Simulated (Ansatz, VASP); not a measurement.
**Two plane-wave programs on SrRhN2**

The input INCAR:

```
  ALGO = Normal
  EDIFF = 1E-6
  ENCUT = 520
  GGA = PE
  ISIF = 2
  ISMEAR = 0
  ISPIN = 2
  LASPH = True
  LCHARG = False
  LMAXMIX = 4
  LORBIT = 11
  LREAL = False
  LWAVE = False
  MAGMOM = 0 1 0 0
  NBANDS = 30
  NELM = 150
  PREC = Accurate
  SIGMA = 0.1
```

File KPOINTS:

```
k-points
0
Gamma
  4 4 4
```

File POSCAR:

```
SrRhN2
1.0
    4.0590000000      0.0000000000      0.0000000000
    0.0000000000      4.0590000000      0.0000000000
    0.0000000000      0.0000000000      3.7606540700
Sr Rh N
1 1 2
Direct
    0.5000000000      0.5000000000      0.5000000000
    0.0000000000      0.0000000000      0.0000000000
    0.5000000000      0.0000000000      0.0000000000
    0.0000000000      0.5000000000      0.0000000000
```

Input for Ansatz:

```yaml
crystal:
  lattice:
    - [4.059, 0.0, 0.0]
    - [0.0, 4.059, 0.0]
    - [0.0, 0.0, 3.76065407]
  atoms:
    - { symbol: Sr, position: [0.5, 0.5, 0.5] }
    - { symbol: Rh, position: [0.0, 0.0, 0.0], spin: 1.0 }
    - { symbol: "N", position: [0.5, 0.0, 0.0] }
    - { symbol: "N", position: [0.0, 0.5, 0.0] }
basis:
  ecutwfc: 420
kpoints:
  mp_grid: { grid: [4, 4, 4] }
hamiltonian:
  xc: pbe
scf:
  occupations: { method: gaussian, width: 0.1 }
  lower_state_search: "off"
output:
  forces: true
  stress: true
  eigenvalues: true
  populations: true
magnetization:
  spin_polarized: true
```

Alike in both runs: task single point; functional PBE; k mesh 4 × 4 × 4; occupations gaussian, width 0.1 eV; collinear spin.

```csv
,VASP,Ansatz
version,VASP 6.6.1,Ansatz 0.2.0
potentials or method,"VASP PAW PBE potentials, release 64 (Sr_sv, Rh_pv, N), cutoff 520 eV","scalar-relativistic, plane waves, PAW"
valence electrons in the cell,35,37
```

|  | VASP | Ansatz | Ansatz less VASP |
| --- | --- | --- | --- |
| gap on the k mesh at the Fermi level (eV) | none | none | - |
| pressure (GPa) | -9.6 | -9.8 | -0.23 |
| traceless stress, the component that is largest in VASP (GPa) | 9.30 | 9.23 | -0.073 |
| net moment per atom (μB) | 0.00 | 0.00 | 0.000 |

A gap of «none» marks a metal or a gap that the smearing closes. With one functional, cell and mesh, what is left measures potentials, basis and numerics. VASP's potentials hold 35 valence electrons a cell and Ansatz's 37, so a difference there can come from the potentials and not from the codes. Ansatz's warnings: seeded moment not kept.

The k mesh is coarse, so the values compare programs but aren't converged.
